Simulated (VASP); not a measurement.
Crystal: LiF (Griceite).

```
Li F
1.0
     0.00000    2.10080    1.99487
     1.99487    0.00000    1.99487
     1.99487    2.10080    0.00000
Li F
1 1
Cartesian
  0.0000 0.0000 0.0000
  1.9949 2.1008 1.9949
```

This cell differs from its parent crystal: uniaxial y strain +5.3%.

Base run:

| Quantity | Value |
| --- | --- |
| Program | VASP 6.6.1 |
| Functional | r2SCAN |
| Potentials or basis | VASP PAW PBE potentials, release 64 (Li_sv, F) |
| Cutoff | 520 eV |
| k mesh | 10 × 10 × 10 |
| Occupations | gaussian, width 0.01 eV |
| Spin | no spin polarisation |

Its results: band gap on the k mesh 9.97 eV, direct.

Q: The run is repeated on the same cell with these changes: functional from r2SCAN to PBE; k mesh from 10 × 10 × 10 to 6 × 6 × 6. What comes out?

A: Band gap on the k mesh 8.81 eV, direct.

Several settings changed at once, so the effect can't be laid on one alone.

Caveats: some runs use coarse meshes.

A k mesh can miss the band edges.
